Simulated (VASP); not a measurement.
Ba, 1 atom in the cell. Symmetry: Pm-3m, No. 221, cubic system. The conventional cell has a = 3.878 Å, b = 3.878 Å, c = 3.878 Å, α = 90.00°, β = 90.00°, γ = 90.00°. Within 5.1 Å of Ba (site symmetry m-3m) lie 6 Ba at 3.88 Å. This isn't the form of Ba at room conditions, which is bcc.

- Program: VASP 6.6.1
- Task: relaxation of cell and atoms
- Functional: r2SCAN
- Dispersion: D3(BJ)
- Potentials or basis: VASP PAW PBE potentials, release 64 (Ba_sv)
- Cutoff: 550 eV
- k mesh: 7 × 7 × 7
- Occupations: fermi-dirac, width 0.05 eV
- Spin: no spin polarisation
- Dipole correction: no
- Further INCAR settings: ALGO = Normal; EDIFF = 1e-07; IBRION = 2; EDIFFG = -0.01; NSW = 80; ISIF = 3

Potentials or basis: VASP PAW PBE potentials, release 64 (Ba_sv).

The run is started by

```sh
$ cat potpaw_PBE.64/Ba_sv/POTCAR > POTCAR
$ cp INCAR.step1 INCAR
$ mpirun -np 1 vasp_std > vasp.out
$ cp INCAR.step2 INCAR
$ mpirun -np 1 vasp_std > vasp.out
```

Hardware: 1 thread of Intel Xeon 8259CL, with other jobs on the host.

Problem. Estimate the wall time of this run.

Solution. It took 3.9 min on 1 thread of Intel Xeon 8259CL, with other jobs on the host, peak memory 0.2 GiB. Counts: k points 20, ion steps 3.
